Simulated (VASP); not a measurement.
A run of VASP 6.6.1 is set up as follows.

INCAR

```
PREC = Accurate ; ENCUT = 520
EDIFF = 1E-6 ; ISMEAR = -1
SIGMA = 0.05 ; LREAL = False
LASPH = True ; NELM = 100
ALGO = Normal ; ISIF = 2
LWAVE = False ; LCHARG = False
GGA = CA ; NBANDS = 17
```

File KPOINTS:

```
Automatic mesh
0
Gamma
  6 6 6
```

Contents of POSCAR:

```
SnTe
1.0
    0.0000000000      3.6586665285      3.6586665285
    3.6586665285      0.0000000000      3.6586665285
    3.6586665285      3.6586665285      0.0000000000
Te Sn
1 1
Direct
    0.2500000000      0.2500000000      0.2500000000
    0.0000000000      0.0000000000      0.0000000000
```

Potentials or basis: VASP PAW LDA potentials, release 64 (Te, Sn_d).

The run is started by

```sh
$ cat potpaw_LDA.64/Te/POTCAR potpaw_LDA.64/Sn_d/POTCAR > POTCAR
$ mpirun -np 1 vasp_std > vasp.out
```

Question: Estimate the pressure.

Answer: -2.9 GPa.

Question: Estimate the band gap on the k mesh.

Answer: 0.28 eV, indirect (least direct gap 0.76 eV).

Caveat: spin-orbit coupling is left out, which moves the levels of the heavy elements. A k mesh can miss the band edges.
